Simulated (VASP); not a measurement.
# HPbNO4 (P1) in VASP: a series of runs

The runs below take HPbNO4 through single point, with LDA, PBE, revPBE, BLYP.

All numbers are computed with VASP 6.6.1; they aren't measurements. Logs are shortened: lines on timing, memory, paths and dates and some standing lists are left out, and cuts for length are marked.

### Step 1. The cell of the first run

The typed cell holds 7 atoms: a = 4.275 Å, b = 5.609 Å, c = 5.670 Å, α = 100.02°, β = 111.92°, γ = 111.82°.

### Step 2. Single point, LDA

The input, INCAR:

```
SYSTEM = HPbNO4
  PREC = Accurate
  ENCUT = 520
  EDIFF = 1E-6
  ISMEAR = -1
  SIGMA = 0.05
  LREAL = .FALSE.
  LASPH = .TRUE.
  NELM = 100
  ALGO = Normal
  ISIF = 2
  LWAVE = .FALSE.
  LCHARG = .FALSE.
  NBANDS = 31
```

The input, KPOINTS:

```
regular mesh
0
G
  6 4 4
  0 0 0
```

The input, POSCAR:

```
HPbNO4
1.0
    4.2753100000     -0.0004000000      0.0063600000
   -2.0839900000      5.2077500000     -0.0490700000
   -2.1237700000     -1.8657400000      4.9149100000
H Pb N O
1 1 1 4
Direct
    0.9907300000      0.0333000000      0.9099400000
    0.5027400000      0.8198900000      0.1428700000
    0.0083800000      0.4740800000      0.5026500000
    0.9981600000      0.9274100000      0.0287700000
    0.1946700000      0.7343500000      0.6085200000
    0.8167300000      0.3588200000      0.2455600000
    0.0138100000      0.3312100000      0.6521700000
```

Potentials or basis: VASP PAW LDA potentials, release 64 (H, Pb_d, N, O).

Started as:

```bash
$ cat potpaw_LDA.64/H/POTCAR potpaw_LDA.64/Pb_d/POTCAR potpaw_LDA.64/N/POTCAR potpaw_LDA.64/O/POTCAR > POTCAR
$ mpirun -np 1 vasp_std > vasp.out
```

OUTCAR:

```text
SYSTEM = HPbNO4
   PREC = Accurate
   ENCUT = 520
   EDIFF = 1E-6
   ISMEAR = -1
   LREAL = .FALSE.
   LASPH = .TRUE.
   NELM = 100
   ISIF = 2

 ion  position               nearest neighbor table
   1  0.991  0.033  0.910-   4 0.97
   2  0.503  0.820  0.143-   4 2.34   4 2.34   6 2.66   5 2.68   7 2.89   7 3.02
   3  0.008  0.474  0.503-   7 1.26   5 1.27   6 1.27
   4  0.998  0.927  0.029-   1 0.97   2 2.34   2 2.34
   5  0.195  0.734  0.609-   3 1.27   2 2.68
   6  0.817  0.359  0.246-   3 1.27   2 2.66
   7  0.014  0.331  0.652-   3 1.26   2 2.89   2 3.02

  LATTYP: Found a triclinic cell.
 ALAT       =     8.3024666926
 B/A-ratio  =     0.5149451251
 C/A-ratio  =     0.7116445657
 COS(alpha) =     0.0126066529
 COS(beta)  =     0.3599949201
 COS(gamma) =     0.7788145159

  Lattice vectors:

 A1 = (  -6.4666300000,  -5.2069500000,   0.0363500000)
 A2 = (  -4.2753100000,   0.0004000000,  -0.0063600000)
 A3 = (  -0.0675500000,  -3.3416100000,  -4.8722000000)

Analysis of symmetry for initial positions (statically):
=====================================================================
 Subroutine PRICEL returns:
 Original cell was already a primitive cell.

 Routine SETGRP: Setting up the symmetry group for a
 triclinic supercell.

 Subroutine GETGRP returns: Found  1 space group operations
 (whereof  1 operations were pure point group operations)
 out of a pool of  2 trial point group operations.

The static configuration has the point symmetry C_1 .

Analysis of symmetry for dynamics (positions and initial velocities):
=====================================================================
 Subroutine PRICEL returns:
 Original cell was already a primitive cell.

 Routine SETGRP: Setting up the symmetry group for a
 triclinic supercell.

 Subroutine GETGRP returns: Found  1 space group operations
 (whereof  1 operations were pure point group operations)
 out of a pool of  2 trial point group operations.

The dynamic configuration has the point symmetry C_1 .

 Subroutine INISYM returns: Found  1 space group operations
 (whereof  1 operations are pure point group operations),
 and found     1 'primitive' translations

----------------------------------------------------------------------------------------

                                     Primitive cell

  volume of cell :     109.1287

  direct lattice vectors                    reciprocal lattice vectors
     4.275310000 -0.000400000  0.006360000     0.233706268  0.094813123  0.136978092
    -2.083990000  5.207750000 -0.049070000    -0.000090720  0.192674001  0.073101424
    -2.123770000 -1.865740000  4.914910000    -0.000303327  0.001800949  0.204015110

  length of vectors
     4.275314749  5.609463633  5.669896390     0.287003738  0.206075465  0.204023285

  position of ions in fractional coordinates (direct lattice)
     0.990730000  0.033300000  0.909940000
     0.502740000  0.819890000  0.142870000
     0.008380000  0.474080000  0.502650000
     0.998160000  0.927410000  0.028770000
     0.194670000  0.734350000  0.608520000
     0.816730000  0.358820000  0.245560000
     0.013810000  0.331210000  0.652170000

  ion indices of the primitive-cell ions
   primitive index   ion index
                 1           1
                 2           2
                 3           3
                 4           4
                 5           5
                 6           6
                 7           7

----------------------------------------------------------------------------------------

 KPOINTS: regular mesh

Automatic generation of k-mesh.
 Grid dimensions read from file:
 generate k-points for:    6    4    4

 Generating k-lattice:

  Cartesian coordinates                     Fractional coordinates (reciprocal lattice)
     0.038951045  0.015802187  0.022829682     0.166666667  0.000000000  0.000000000
    -0.000022680  0.048168500  0.018275356     0.000000000  0.250000000  0.000000000
    -0.000075832  0.000450237  0.051003778     0.000000000 -0.000000000  0.250000000

  Length of vectors
     0.047833956  0.051518866  0.051005821

  Shift w.r.t. Gamma in fractional coordinates (k-lattice)
     0.000000000  0.000000000  0.000000000

 Subroutine IBZKPT returns following result:
 ===========================================

 Found     52 irreducible k-points:

 Following reciprocal coordinates:
            Coordinates               Weight
  0.000000  0.000000  0.000000      1.000000
  0.166667 -0.000000  0.000000      2.000000
  0.333333 -0.000000  0.000000      2.000000
  0.500000 -0.000000 -0.000000      1.000000
 -0.000000  0.250000  0.000000      2.000000
  0.166667  0.250000  0.000000      2.000000
[... 16 lines left out ...]
  0.333333  0.250000  0.250000      2.000000
  0.500000  0.250000  0.250000      2.000000
 [... further k-points ...]
   k-points           NKPTS =     52   k-points in BZ     NKDIM =     52   number of bands    NBANDS=     31
   number of dos      NEDOS =    301   number of ions     NIONS =      7
   total plane-waves  NPLWV =  56448
   dimension x,y,z NGX =    32 NGY =   42 NGZ =   42
   dimension x,y,z NGXF=    64 NGYF=   84 NGZF=   84
   ions per type =               1   1   1   4
   NGX,Y,Z   is equivalent  to a cutoff of  12.44, 12.45, 12.31 a.u.
   NGXF,Y,Z  is equivalent  to a cutoff of  24.89, 24.89, 24.63 a.u.
 SYSTEM =  HPbNO4
   PREC   = accura    normal or accurate (medium, high low for compatibility)
   ISTART =      0    job   : 0-new  1-cont  2-samecut
   ICHARG =      2    charge: 1-file 2-atom 10-const
   ISPIN  =      1    spin polarized calculation?
   LNONCOLLINEAR =      F non collinear calculations
   LSORBIT =      F    spin-orbit coupling
   LASPH  =      T    aspherical Exc in radial PAW
   ENCUT  =  520.0 eV  38.22 Ry    6.18 a.u.   7.95 10.43 10.54*2*pi/ulx,y,z
   NELM   =    100;   NELMIN=  2; NELMDL= -5     # of ELM steps
   EDIFF  = 0.1E-05   stopping-criterion for ELM
   LREAL  =      F    real-space projection
   EDIFFG = 0.1E-04   stopping-criterion for IOM
   NSW    =      0    number of steps for IOM
   IBRION =     -1    ionic relax: 0-MD 1-quasi-New 2-CG
   NFREE  =      0    steps in history (QN), initial steepest desc. (CG)
   ISIF   =      2    stress and relaxation
   ISYM   =      2    0-nonsym 1-usesym 2-fastsym
   POTIM  = 0.5000    time-step for ionic-motion
   TEBEG  =    0.0;   TEEND  =   0.0 temperature during run
   PSTRESS=    0.0 pullay stress
   NELECT =      44.0000    total number of electrons
   NUPDOWN=      -1.0000    fix difference up-down
   EMIN   =  10.00;   EMAX   =-10.00  energy-range for DOS
   EFERMI =   0.00;   METHOD = LEGACY
   ISMEAR =    -1;   SIGMA  =   0.05  broadening in eV -4-tet -1-fermi 0-gaus
   EFERMI_NEDOS =   21; number of points for ismear=-14 and -15
   IALGO  =     38    algorithm
   IMIX   =      4    mixing-type and parameters
     AMIX     =   0.40;   BMIX     =  1.00
     AMIX_MAG =   1.60;   BMIX_MAG =  1.00
  volume/ion in A,a.u.               =      15.59       105.21
  Fermi-wavevector in a.u.,A,eV,Ry     =   1.209426  2.285484 19.901399  1.462712
  Thomas-Fermi vector in A             =   2.345004
   LORBIT       =      0    0 simple, 1 ext, 2 COOP (PROOUT), +10 PAW based schemes
   GGA     = CA    functional components
   LHFCALC =     F    Hartree Fock is set to
   AEXX    =    0.0000 exact exchange contribution
   IVDW    =     0    specifies the selected vdW correction
   LEPSILON=     F    determine dielectric tensor
   LRPA    =     F    only Hartree local field effects (RPA)
 non-spin polarized calculation
  energy-cutoff  :      520.00
  volume of cell :      109.13
 maximum number of plane-waves:      2952
   NGX = 15   NGY = 21   NGZ = 21

 number of electron      44.0000003 magnetization

 Free energy of the ion-electron system (eV)
  ---------------------------------------------------
  ext. energy  EPLUGINS =         0.00000000
  ---------------------------------------------------
  free energy    TOTEN  =       -44.45651275 eV

  energy without entropy =      -44.45651275  energy(sigma->0) =      -44.45651275

 E-fermi :   1.0531     XC(G=0):  -8.8551

 val. band max:        0.0312353532   @ k =   0.5000  -0.0000  -0.0000
 cond. band min:       2.8015502548   @ k =   0.3333   0.2500   0.5000
 fundamental gap:      2.7703149016
 Fermi energy:         1.0530680704

 k-point     1 :       0.0000    0.0000    0.0000
  band No.  band energies     occupation
      1     -25.8295      2.00000
      2     -20.3458      2.00000
      3     -20.3211      2.00000
      4     -17.4015      2.00000
      5     -15.1464      2.00000
      6     -15.1447      2.00000
[... 23 lines left out ...]
     30      10.4971      0.00000
     31      10.8515      0.00000

 k-point     2 :       0.1667   -0.0000    0.0000
  band No.  band energies     occupation
      1     -25.8271      2.00000
      2     -20.3477      2.00000
      3     -20.3210      2.00000
      4     -17.3776      2.00000
      5     -15.1570      2.00000
      6     -15.1493      2.00000
[... 23 lines left out ...]
     30      10.7445      0.00000
     31      10.9603      0.00000

 k-point     3 :       0.3333   -0.0000    0.0000
  band No.  band energies     occupation
      1     -25.8225      2.00000
      2     -20.3495      2.00000
      3     -20.3211      2.00000
      4     -17.3329      2.00000
      5     -15.1737      2.00000
      6     -15.1626      2.00000
[... 23 lines left out ...]
     30      10.4802      0.00000
     31      11.3424      0.00000

 k-point     4 :       0.5000   -0.0000   -0.0000
  band No.  band energies     occupation
      1     -25.8202      2.00000
      2     -20.3493      2.00000
      3     -20.3214      2.00000
      4     -17.3119      2.00000
      5     -15.1787      2.00000
      6     -15.1712      2.00000
[... 635 lines left out ...]
     30      11.1652      0.00000
     31      11.3453      0.00000

 k-point    23 :       0.3333    0.2500    0.2500
  band No.  band energies     occupation
      1     -25.8218      2.00000
      2     -20.3463      2.00000
      3     -20.3271      2.00000
      4     -17.3327      2.00000
      5     -15.1667      2.00000
      6     -15.1548      2.00000
[... 23 lines left out ...]
     30      10.3338      0.00000
     31      11.5776      0.00000

 k-point    24 :       0.5000    0.2500    0.2500
  band No.  band energies     occupation
      1     -25.8222      2.00000
      2     -20.3427      2.00000
      3     -20.3236      2.00000
      4     -17.3125      2.00000
      5     -15.1661      2.00000
      6     -15.1468      2.00000
[... 23 lines left out ...]
     30       9.8947      0.00000
     31      11.4933      0.00000

 [... further k-points ...]

------------------------ aborting loop because EDIFF is reached ----------------------------------------

  FORCE on cell =-STRESS in cart. coord.  units (eV):
  Direction    XX          YY          ZZ          XY          YZ          ZX
  --------------------------------------------------------------------------------------
  -------------------------------------------------------------------------------------
  Total       -2.8888718     -2.9616137     -3.1511622     -0.0067540     -0.3083201     -0.0226571
  in kB      -42.4130702    -43.4810322    -46.2638961     -0.0991596     -4.5266127     -0.3326413
  external PRESSURE =     -44.0526662 kB  Pullay stress =       0.0000000 kB

 VOLUME and BASIS-vectors are now :
 -----------------------------------------------------------------------------
  energy-cutoff  :      520.00
  volume of cell :      109.13
      direct lattice vectors                 reciprocal lattice vectors
     4.275310000 -0.000400000  0.006360000     0.233706268  0.094813123  0.136978092
    -2.083990000  5.207750000 -0.049070000    -0.000090720  0.192674001  0.073101424
    -2.123770000 -1.865740000  4.914910000    -0.000303327  0.001800949  0.204015110

 POSITION                                       TOTAL-FORCE (eV/Angst)
 -----------------------------------------------------------------------------------
      2.23378     -1.52469      4.47694         0.000886      0.368311     -0.281538
      0.13730      4.00302      0.66516         0.004294      0.315003     -0.242820
     -2.01966      1.53107      2.44727        -0.002879     -0.040953      0.018379
      2.27363      4.77564      0.10224        -0.001437     -0.510927      0.374924
     -1.99046      2.68889      2.95602        -0.010268     -0.387149     -0.022193
      2.22248      1.41017      1.19449         0.009978     -0.099167      0.373434
     -2.01626      0.50807      3.18919        -0.000575      0.354881     -0.220187
 -----------------------------------------------------------------------------------
    total drift:                                0.000027     -0.000141      0.000197

  FREE ENERGIE OF THE ION-ELECTRON SYSTEM (eV)
  ---------------------------------------------------
  free  energy   TOTEN  =       -44.4565127475 eV

  energy  without entropy=      -44.4565127474  energy(sigma->0) =      -44.45651275
```

It took 5 min on 1 thread of AMD EPYC 7R43 (Zen 3), shared host; peak memory 0.25 GiB.

Results:

| Quantity | Value |
| --- | --- |
| Free energy | -44.4565 eV |
| Pressure | -4.4 GPa |
| Largest force | 0.634 eV/Å |
| Band gap on the k mesh | 2.77 eV (least direct gap 3.10 eV) |

Forces in eV/Å, atoms in the order of the input:
```
H    0.001  0.368 -0.282
Pb   0.004  0.315 -0.243
N   -0.003 -0.041  0.018
O   -0.001 -0.511  0.375
O   -0.010 -0.387 -0.022
O    0.010 -0.099  0.373
O   -0.001  0.355 -0.220
```

Caveat: the cell stands under tension; spin-orbit coupling is left out, which moves the levels of the heavy elements. A k mesh can miss the band edges.

### Step 3. Single point, PBE, non-collinear spin, zero start, spin-orbit coupling

The input, INCAR:

```
SYSTEM = HPbNO4
ALGO = Normal ; EDIFF = 1E-6
ENCUT = 600 ; GGA = PE
GGA_COMPAT = .False. ; ISIF = 2
ISMEAR = -1 ; KPAR = 4
LASPH = .True. ; LCHARG = .False.
LNONCOLLINEAR = .True. ; LORBIT = 11
LORBMOM = .True. ; LREAL = .False.
LSORBIT = .True. ; LWAVE = .False.
MAGMOM = 0 0 0 0 0 0 0 0 0 0 0 0 0 0 0 0 0 0 0 0 0 ; NBANDS = 61
NELM = 200 ; PREC = Accurate
SIGMA = 0.05
```

The input, KPOINTS:

```
k-points
0
Gamma
  5 4 4
  0 0 0
```

POSCAR is that of step 2.

Potentials or basis: VASP PAW PBE potentials, release 64 (H, Pb_d, N, O).

Started as:

```bash
$ cat potpaw_PBE.64/H/POTCAR potpaw_PBE.64/Pb_d/POTCAR potpaw_PBE.64/N/POTCAR potpaw_PBE.64/O/POTCAR > POTCAR
$ mpirun -np 4 vasp_ncl > vasp.out
```

It took 7.2 min on 4 MPI ranks of Intel Xeon Platinum 8259CL at 2.50GHz (Skylake/Cascade Lake), shared host; peak memory 1.2 GiB.

Results (log left out):

* Free energy: -40.6883 eV
* Pressure: 0.4 GPa
* Largest force: 0.384 eV/Å
* Net moment: 0.00 μB per cell
* Valence electrons inside the program's atomic spheres: H 0.74; Pb 11.76; N 3.81; O 5.08, 5.06 (each value once)

Forces in eV/Å, atoms in the order of the input:
```
H    0.000  0.107 -0.081
Pb   0.001  0.011 -0.007
N   -0.002 -0.023  0.007
O   -0.001 -0.105  0.078
O    0.009  0.351  0.155
O   -0.009 -0.037 -0.376
O    0.002 -0.304  0.225
```

Stress tensor (GPa, compression positive):
```
-0.39  0.01  0.03
 0.01  0.84 -0.11
 0.03 -0.11  0.81
```

Moments on the atoms (μB; x, y, z):
```
H   0.00 0.00 0.00
Pb  0.00 0.00 0.00
N   0.00 0.00 0.00
O   0.00 0.00 0.00
O   0.00 0.00 0.00
O   0.00 0.00 0.00
O   0.00 0.00 0.00
```

### Step 4. Single point, revPBE

The input, INCAR:

```
  PREC = Accurate
  ENCUT = 520
  EDIFF = 1E-6
  ISMEAR = -1
  SIGMA = 0.05
  LREAL = F
  LASPH = T
  NELM = 100
  ALGO = Normal
  ISIF = 2
  LWAVE = F
  LCHARG = T
  GGA = RE
  LELF = T
  LVHAR = T
  NBANDS = 31
```

The input, KPOINTS:

```
Automatic mesh
0
Gamma
  6 4 4
```

POSCAR is that of step 3.

Started as:

```bash
$ cat potpaw_PBE.64/H/POTCAR potpaw_PBE.64/Pb_d/POTCAR potpaw_PBE.64/N/POTCAR potpaw_PBE.64/O/POTCAR > POTCAR
$ mpirun -np 1 vasp_std > vasp.out
```

Run time: 5.3 min. Hardware: 1 thread of Intel Xeon 8259CL, shared host; peak memory 0.33 GiB.

It converged, with:

```yaml
Free_energy: -38.7127 eV
Pressure: 2.5 GPa
Largest_force: 0.604 eV/Å
Band_gap_on_the_k_mesh: 2.88 eV (least direct gap 3.17 eV)
```

Forces in eV/Å, atoms in the order of the input:
```
H    0.000  0.019 -0.013
Pb  -0.001 -0.085  0.065
N   -0.002  0.002 -0.011
O    0.000  0.023 -0.016
O    0.015  0.552  0.205
O   -0.015 -0.021 -0.581
O    0.003 -0.492  0.351
```

Stress tensor (GPa, compression positive):
```
 1.37  0.02  0.05
 0.02  2.98 -0.03
 0.05 -0.03  3.02
```

Levels at points of the mesh, in eV from the valence-band top:
```csv
k point,band 18,band 19,band 20,band 21,band 22,band 23,band 24,band 25,band 26,band 27
"(0.00, 0.00, 0.00)",-2.28,-2.08,-2.06,-0.99,-0.42,3.32,4.57,5.29,6.12,7.49
"(0.50, 0.00, 0.00)",-2.21,-2.04,-1.14,-0.71,0.00,3.18,4.33,5.52,6.05,8.30
"(0.00, 0.50, 0.00)",-2.01,-1.61,-1.52,-1.00,-0.82,3.17,4.18,4.91,7.56,7.58
"(0.50, 0.50, 0.00)",-2.38,-2.12,-0.82,-0.46,-0.30,2.92,5.33,5.40,5.93,7.55
"(0.00, 0.00, 0.50)",-2.02,-1.61,-1.54,-0.98,-0.83,3.18,4.07,5.04,7.42,7.53
"(0.50, 0.00, 0.50)",-2.38,-2.11,-0.81,-0.46,-0.31,2.91,5.35,5.38,5.95,7.54
"(0.00, 0.50, 0.50)",-2.07,-1.85,-1.67,-0.92,-0.65,3.10,3.68,5.44,7.39,7.79
"(0.50, 0.50, 0.50)",-2.22,-2.03,-1.13,-0.70,-0.03,3.18,4.33,5.54,6.00,8.27
```

Caveat: the PAW data sets were made with another functional, which shifts forces and pressure a little; spin-orbit coupling is left out, which moves the levels of the heavy elements.

(Part 1 of 2 ends here.)
